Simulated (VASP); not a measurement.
# Zr (Im-3m) in VASP: single point with PBE

Aim: the single point of Zr with PBE.

All numbers are computed with VASP 6.6.1; they aren't measurements. Logs are shortened: lines on timing, memory, paths and dates and some standing lists are left out, and cuts for length are marked.

## 1. The cell of the first run

It takes space group Im-3m (No. 229, cubic). Conventional cell: a = 3.587 Å, b = 3.587 Å, c = 3.587 Å, α = 90.00°, β = 90.00°, γ = 90.00°. Within 4.1 Å of Zr (site symmetry m-3m) lie 14 Zr at 3.11 to 3.59 Å.

## 2. Single point, PBE

Contents of INCAR:

```
SYSTEM = Zr
PREC = Accurate ; ENCUT = 520
EDIFF = 1E-6 ; ISMEAR = -1
SIGMA = 0.13605693000000002 ; LREAL = .False.
LASPH = .True. ; NELM = 60
ALGO = Normal ; ISIF = 2
LWAVE = .False. ; LCHARG = .False.
GGA = PE ; NBANDS = 12
```

Contents of KPOINTS:

```
regular mesh
0
Gamma
  13 13 13
  0 0 0
```

Contents of POSCAR:

```
Zr
1.0
   -1.7934432231      1.7934432231      1.7934432231
    1.7934432231     -1.7934432231      1.7934432231
    1.7934432231      1.7934432231     -1.7934432231
Zr
1
Direct
    0.0000000000      0.0000000000      0.0000000000
```

Potentials or basis: VASP PAW PBE potentials, release 64 (Zr_sv).

Launch:

```console
> cat potpaw_PBE.64/Zr_sv/POTCAR > POTCAR
> mpirun -np 1 vasp_std > vasp.out
```

OUTCAR:

```text
SYSTEM = Zr
   PREC = Accurate
   ENCUT = 520
   EDIFF = 1E-6
   ISMEAR = -1
   LREAL = .False.
   LASPH = .True.
   NELM = 60
   ISIF = 2
   GGA = PE

 ion  position               nearest neighbor table
   1  0.000  0.000  0.000-

  LATTYP: Found a body centered cubic cell.
 ALAT       =     3.5868864462

  Lattice vectors:

 A1 = (  -1.7934432231,   1.7934432231,   1.7934432231)
 A2 = (   1.7934432231,  -1.7934432231,   1.7934432231)
 A3 = (   1.7934432231,   1.7934432231,  -1.7934432231)

Analysis of symmetry for initial positions (statically):
=====================================================================
 Subroutine PRICEL returns:
 Original cell was already a primitive cell.

 Routine SETGRP: Setting up the symmetry group for a
 body centered cubic supercell.

 Subroutine GETGRP returns: Found 48 space group operations
 (whereof 48 operations were pure point group operations)
 out of a pool of 48 trial point group operations.

The static configuration has the point symmetry O_h .

Analysis of symmetry for dynamics (positions and initial velocities):
=====================================================================
 Subroutine PRICEL returns:
 Original cell was already a primitive cell.

 Routine SETGRP: Setting up the symmetry group for a
 body centered cubic supercell.

 Subroutine GETGRP returns: Found 48 space group operations
 (whereof 48 operations were pure point group operations)
 out of a pool of 48 trial point group operations.

The dynamic configuration has the point symmetry O_h .

 Subroutine INISYM returns: Found 48 space group operations
 (whereof 48 operations are pure point group operations),
 and found     1 'primitive' translations

----------------------------------------------------------------------------------------

                                     Primitive cell

  volume of cell :      23.0740

  direct lattice vectors                    reciprocal lattice vectors
    -1.793443223  1.793443223  1.793443223     0.000000000  0.278793325  0.278793325
     1.793443223 -1.793443223  1.793443223     0.278793325  0.000000000  0.278793325
     1.793443223  1.793443223 -1.793443223     0.278793325  0.278793325  0.000000000

  length of vectors
     3.106334783  3.106334783  3.106334783     0.394273302  0.394273302  0.394273302

[... 77 lines left out ...]
   NELM   =     60;   NELMIN=  2; NELMDL= -5     # of ELM steps
   EDIFF  = 0.1E-05   stopping-criterion for ELM
   LREAL  =      F    real-space projection
   EDIFFG = 0.1E-04   stopping-criterion for IOM
   NSW    =      0    number of steps for IOM
   IBRION =     -1    ionic relax: 0-MD 1-quasi-New 2-CG
   NFREE  =      0    steps in history (QN), initial steepest desc. (CG)
   ISIF   =      2    stress and relaxation
   ISYM   =      2    0-nonsym 1-usesym 2-fastsym
   POTIM  = 0.5000    time-step for ionic-motion
   TEBEG  =    0.0;   TEEND  =   0.0 temperature during run
   PSTRESS=    0.0 pullay stress
   NELECT =      12.0000    total number of electrons
   NUPDOWN=      -1.0000    fix difference up-down
   EMIN   =  10.00;   EMAX   =-10.00  energy-range for DOS
   EFERMI =   0.00;   METHOD = LEGACY
   ISMEAR =    -1;   SIGMA  =   0.14  broadening in eV -4-tet -1-fermi 0-gaus
   EFERMI_NEDOS =   21; number of points for ismear=-14 and -15
   IALGO  =     38    algorithm
   IMIX   =      4    mixing-type and parameters
     AMIX     =   0.40;   BMIX     =  1.00
     AMIX_MAG =   1.60;   BMIX_MAG =  1.00
  volume/ion in A,a.u.               =      23.07       155.71
  Fermi-wavevector in a.u.,A,eV,Ry     =   1.316520  2.487863 23.581973  1.733226
  Thomas-Fermi vector in A             =   2.446627
   LORBIT       =      0    0 simple, 1 ext, 2 COOP (PROOUT), +10 PAW based schemes
   GGA     = PE    functional components
   LHFCALC =     F    Hartree Fock is set to
   AEXX    =    0.0000 exact exchange contribution
   IVDW    =     0    specifies the selected vdW correction
   LEPSILON=     F    determine dielectric tensor
   LRPA    =     F    only Hartree local field effects (RPA)
 non-spin polarized calculation
  energy-cutoff  :      520.00
  volume of cell :       23.07
 maximum number of plane-waves:       638
   NGX = 11   NGY = 11   NGZ = 11

 number of electron      12.0000000 magnetization

 Free energy of the ion-electron system (eV)
  ---------------------------------------------------
  ext. energy  EPLUGINS =         0.00000000
  ---------------------------------------------------
  free energy    TOTEN  =        -8.49267594 eV

  energy without entropy =       -8.37703162  energy(sigma->0) =       -8.43485378

 E-fermi :   8.8005     XC(G=0): -11.1173

 val. band max:        8.7718463269   @ k =   0.2308   0.0769   0.0769
 cond. band min:       8.8020206792   @ k =   0.2308   0.0769   0.0000
 fundamental gap:      0.0301743523
 Fermi energy:         8.8004875207

 k-point     1 :       0.0000    0.0000    0.0000
  band No.  band energies     occupation
      1     -39.6646      2.00000
      2     -17.1655      2.00000
      3     -17.1655      2.00000
      4     -17.1655      2.00000
      5       3.4271      2.00000
      6       9.9383      0.00047
      7       9.9383      0.00047
      8       9.9383      0.00047
      9      12.4323      0.00000
     10      12.4323      0.00000
     11      21.2280      0.00000
     12      21.2280      0.00000
[... 331 lines left out ...]
 k-point    24 :       0.2308    0.0769    0.0769
  band No.  band energies     occupation
      1     -39.5514      2.00000
      2     -17.8743      2.00000
      3     -17.3804      2.00000
      4     -17.2211      2.00000
      5       6.0650      2.00000
      6       8.4708      1.83715
      7       8.7718      1.10487
      8      12.2839      0.00000
      9      12.7411      0.00000
     10      13.5948      0.00000
     11      20.9874      0.00000
     12      21.4741      0.00000

 [... further k-points ...]
[... 5 lines left out ...]
  --------------------------------------------------------------------------------------
  -------------------------------------------------------------------------------------
  Total       -0.0483098     -0.0483098     -0.0483098      0.0000000     -0.0000000      0.0000000
  in kB       -3.3544652     -3.3544652     -3.3544652      0.0000000     -0.0000000      0.0000000
  external PRESSURE =      -3.3544652 kB  Pullay stress =       0.0000000 kB

 VOLUME and BASIS-vectors are now :
 -----------------------------------------------------------------------------
  energy-cutoff  :      520.00
  volume of cell :       23.07
      direct lattice vectors                 reciprocal lattice vectors
    -1.793443223  1.793443223  1.793443223     0.000000000  0.278793325  0.278793325
     1.793443223 -1.793443223  1.793443223     0.278793325  0.000000000  0.278793325
     1.793443223  1.793443223 -1.793443223     0.278793325  0.278793325  0.000000000

 POSITION                                       TOTAL-FORCE (eV/Angst)
 -----------------------------------------------------------------------------------
      0.00000      0.00000      0.00000        -0.000000      0.000000     -0.000000
 -----------------------------------------------------------------------------------
    total drift:                                0.000000      0.000000      0.000000

  FREE ENERGIE OF THE ION-ELECTRON SYSTEM (eV)
  ---------------------------------------------------
  free  energy   TOTEN  =        -8.4926759370 eV

  energy  without entropy=       -8.3770316156  energy(sigma->0) =       -8.43485378
```

Run time: 25 s. Hardware: 1 thread of Intel Xeon 8259CL, shared host; peak memory 0.15 GiB.

Results:

| Item | Value |
| --- | --- |
| Free energy | -8.4927 eV |
| Pressure | -0.3 GPa |
| Band gap on the k mesh | zero (band 6 reaches 9.94 eV, above the bottom of band 7 at 8.22 eV) |

Levels at points of the mesh, in eV from the Fermi level:
```tsv
k point	band 3	band 4	band 5	band 6	band 7	band 8	band 9	band 10
(0.00, 0.00, 0.00)	-25.97	-25.97	-5.37	1.14	1.14	1.14	3.63	3.63
```
